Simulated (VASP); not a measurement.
A run of VASP 6.6.1 is set up as follows.

File INCAR:

```
PREC     = Accurate       # precision mode
ENCUT    = 520            # plane-wave cutoff, eV
EDIFF    = 1E-6           # SCF threshold, eV
ISMEAR   = -1             # smearing method
SIGMA    = 0.06122561905347299 # smearing width, eV
LREAL    = F              # projectors in reciprocal space
LASPH    = T              # aspherical terms in the spheres
NELM     = 60             # most SCF steps
ALGO     = Normal         # electronic algorithm
ISIF     = 2              # what is computed and relaxed
LWAVE    = F              # write WAVECAR
LCHARG   = F              # write CHGCAR
GGA      = PE             # functional
NBANDS   = 11             # bands
```

KPOINTS

```
Automatic mesh
0
Gamma
  28 28 28
```

File POSCAR:

```
Sr
1.0
    3.8827327084      0.0000000000      0.0000000000
    0.0000000000      3.8827327084      0.0000000000
    0.0000000000      0.0000000000      3.8827327084
Sr
1
Direct
    0.0000000000      0.0000000000      0.0000000000
```

Potentials or basis: VASP PAW PBE potentials, release 64 (Sr_sv).

Run with:

```bash
$ cat potpaw_PBE.64/Sr_sv/POTCAR > POTCAR
$ mpirun -np 1 vasp_std > vasp.out
```

(1) What does it give for the pressure?

(2) Predict the band gap on the k mesh.

Answers

(1) -0.2 GPa.

(2) zero (bands 5 and 6 overlap by 0.85 eV).
